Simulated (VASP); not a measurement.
A run of VASP 6.6.1 is set up as follows.

The input POSCAR:

```
As
1.0
    0.0000000000      3.0963714063      3.0963714063
    3.0963714063      0.0000000000      3.0963714063
    3.0963714063      3.0963714063      0.0000000000
As
2
Direct
    0.0000000000      0.0000000000      0.0000000000
    0.2500000000      0.2500000000      0.2500000000
```

INCAR.step1

```
SYSTEM = As
PREC     = Accurate       ! precision mode
ENCUT    = 520            ! plane-wave cutoff, eV
ISMEAR   = -1             ! smearing method
SIGMA    = 0.1            ! smearing width, eV
LREAL    = .False.        ! projectors in reciprocal space
LASPH    = .True.         ! aspherical terms in the spheres
NELM     = 100            ! most SCF steps
NBANDS   = 12             ! bands
GGA      = PE             ! functional
ALGO     = Normal         ! electronic algorithm
EDIFF    = 1E-4           ! SCF threshold, eV
LWAVE    = .True.         ! write WAVECAR
LCHARG   = .False.        ! write CHGCAR
```

The input INCAR.step2:

```
SYSTEM = As
PREC     = Accurate       ! precision mode
ENCUT    = 520            ! plane-wave cutoff, eV
EDIFF    = 1E-7           ! SCF threshold, eV
ISMEAR   = -1             ! smearing method
SIGMA    = 0.1            ! smearing width, eV
LREAL    = .False.        ! projectors in reciprocal space
LASPH    = .True.         ! aspherical terms in the spheres
NELM     = 100            ! most SCF steps
ALGO     = Normal         ! electronic algorithm
ISIF     = 2              ! what is computed and relaxed
LWAVE    = .False.        ! write WAVECAR
LCHARG   = .True.         ! write CHGCAR
METAGGA  = R2SCAN         ! meta-GGA
LMIXTAU  = .True.       
LELF     = .True.         ! ELF
LVHAR    = .True.       
NBANDS   = 12             ! bands
ISTART   = 1
```

KPOINTS

```
Automatic mesh
0
Gamma
  10 10 10
  0 0 0
```

Potentials or basis: VASP PAW PBE potentials, release 64 (As).

The run is started by

```bash
$ cat potpaw_PBE.64/As/POTCAR > POTCAR
$ cp INCAR.step1 INCAR
$ mpirun -np 1 vasp_std > vasp.out
$ cp INCAR.step2 INCAR
$ mpirun -np 1 vasp_std > vasp.out
```

Q: Predict the pressure.

A: -2.9 GPa.

Q: Predict the band gap on the k mesh.

A: Zero (band 5 reaches 3.24 eV, above the bottom of band 6 at 1.92 eV).

Caveat: the PAW data sets were made with another functional, which shifts forces and pressure a little.
